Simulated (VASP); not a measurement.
Wanted: the native input for a VASP 6.6.1 run.

```yaml
Task: single point
Functional: PBE
Potentials_or_basis: VASP PAW PBE potentials, release 64 (Sn_d, Ge_d)
Cutoff: 520 eV
k_mesh: 6 × 6 × 6
Occupations: gaussian, width 0.1 eV
Spin: no spin polarisation
Dipole_correction: no
Further_INCAR_settings: ALGO = Normal; EDIFF = 1e-06; NBANDS = 28
```

The structure of Sn2Ge lies in POSCAR:

```
Sn2Ge
1.0
    0.0000000000      3.4896259146      3.4896259146
    3.4896259146      0.0000000000      3.4896259146
    3.4896259146      3.4896259146      0.0000000000
Sn Ge
2 1
Direct
    0.7500000000      0.7500000000      0.7500000000
    0.2500000000      0.2500000000      0.2500000000
    0.0000000000      0.0000000000      0.0000000000
```

One way to write it, as run:

INCAR

```
SYSTEM = Sn2Ge
ALGO = Normal ; EDIFF = 1E-6
ENCUT = 520 ; GGA = PE
ISIF = 2 ; ISMEAR = 0
LASPH = .TRUE. ; LCHARG = .FALSE.
LREAL = .FALSE. ; LWAVE = .FALSE.
NBANDS = 28 ; NELM = 80
PREC = Accurate ; SIGMA = 0.1
```

KPOINTS

```
k-points
0
G
  6 6 6
  0 0 0
```

Potentials or basis: VASP PAW PBE potentials, release 64 (Sn_d, Ge_d).

The run is started by

```sh
$ cat potpaw_PBE.64/Sn_d/POTCAR potpaw_PBE.64/Ge_d/POTCAR > POTCAR
$ mpirun -np 1 vasp_std > vasp.out
```

It gave:

```yaml
Pressure: 0.5 GPa
Band_gap_on_the_k_mesh: zero (band 21 reaches 6.84 eV, above the bottom of band 22 at 5.28 eV)
```

Caveat: spin-orbit coupling is left out, which moves the levels of the heavy elements.

It took 43 s on 1 thread of Intel(R) Xeon(R) Platinum 8259CL CPU @ 2.50GHz (Skylake/Cascade Lake), on a shared host, peak memory 0.24 GiB.
